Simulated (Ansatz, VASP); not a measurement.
**LaScF in VASP and in Ansatz**

```
La Sc F
1.0
     3.37268    0.00000    0.00000
     0.00000    3.37268    0.00000
     0.00000    0.00000    5.56628
La Sc F
1 1 1
Direct
  0.00000 0.00000 0.50000
  0.50000 0.50000 0.00000
  0.00000 0.00000 0.00000
```

Alike in both runs: functional PBE; k mesh 14 × 14 × 8; occupations gaussian, width 0.1 eV; no spin polarisation.

Ansatz relaxed the structure, and its values are those at the end. VASP's run is a single point on that final structure, the one shown.

|  | VASP | Ansatz |
| --- | --- | --- |
| version | VASP 6.6.1 | Ansatz 0.2.0 |
| potentials or method | VASP PAW PBE potentials, release 64 (La, Sc_sv, F), cutoff 520 eV | scalar-relativistic, plane waves, PAW |
| valence electrons in the cell | 29 | 29 |

```csv
,VASP,Ansatz,Ansatz less VASP
gap on the k mesh at the Fermi level (eV),none,none,-
pressure (GPa),0.0,0.0,-0.03
```

A gap of «none» marks a metal or a gap that the smearing closes.

Neither program's run includes spin-orbit coupling.
